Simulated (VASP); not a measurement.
Ni:

```xyz
1
Lattice="0.0000 1.7141 1.7141 1.7141 0.0000 1.7141 1.7141 1.7141 0.0000" Properties=species:S:1:pos:R:3 pbc="T T T"
Ni    0.0000    0.0000    0.0000
```

This cell differs from its parent crystal: volume scaled by 0.96.

Base run:

* Program: VASP 6.6.1
* Functional: PBEsol
* Potentials or basis: VASP PAW PBE potentials, release 64 (Ni)
* Cutoff: 520 eV
* k mesh: 13 × 13 × 13
* Occupations: fermi-dirac, width 0.05 eV
* Spin: collinear spin, ferromagnetic start
* Starting moments: [1.0] μB

Its results: pressure 7.4 GPa; net moment 0.62 μB per cell; site moments Ni +0.62 μB.

Task: After a change of settings the same cell gave: pressure 18.5 GPa; net moment 0.62 μB per cell; site moments Ni +0.62 μB. Which change was it?
A. functional from PBEsol to r2SCAN
B. functional from PBEsol to LDA; potentials or basis from VASP PAW PBE potentials, release 64 (Ni) to VASP PAW LDA potentials, release 64 (Ni)
C. functional from PBEsol to PBE

Result: C.

PBE binds less tightly than PBEsol, so the same cell stands under more pressure.

Caveats: the PAW data sets were made with another functional, which shifts forces and pressure a little (some runs).
